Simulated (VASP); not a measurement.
A run of VASP 6.6.1 is set up as follows.

The input INCAR:

```
ALGO = Normal ; EDIFF = 1E-6
ENCUT = 500 ; GGA = PS
GGA_COMPAT = False ; ISIF = 2
ISMEAR = -1 ; LASPH = True
LCHARG = True ; LELF = True
LREAL = False ; LVHAR = True
LWAVE = False ; NBANDS = 14
NELM = 120 ; PREC = Accurate
SIGMA = 0.05
```

File KPOINTS:

```
k-points
0
Gamma
  9 9 9
```

The input POSCAR:

```
TiB
1.0
    0.0000000000      2.2448248350      2.2448248350
    2.2448248350      0.0000000000      2.2448248350
    2.2448248350      2.2448248350      0.0000000000
Ti B
1 1
Direct
    0.0000000000      0.0000000000      0.0000000000
    0.5000000000      0.5000000000      0.5000000000
```

Potentials or basis: VASP PAW PBE potentials, release 64 (Ti_sv, B).

Command:

```bash
$ cat potpaw_PBE.64/Ti_sv/POTCAR potpaw_PBE.64/B/POTCAR > POTCAR
$ mpirun -np 1 vasp_std > vasp.out
```

(1) Estimate the band gap on the k mesh.

(2) What does it give for the pressure?

## Answers

(1) zero (an odd number of electrons rules out a gap without spin polarisation).

(2) 0.0 GPa.

Caveat: the PAW data sets were made with another functional, which shifts forces and pressure a little.
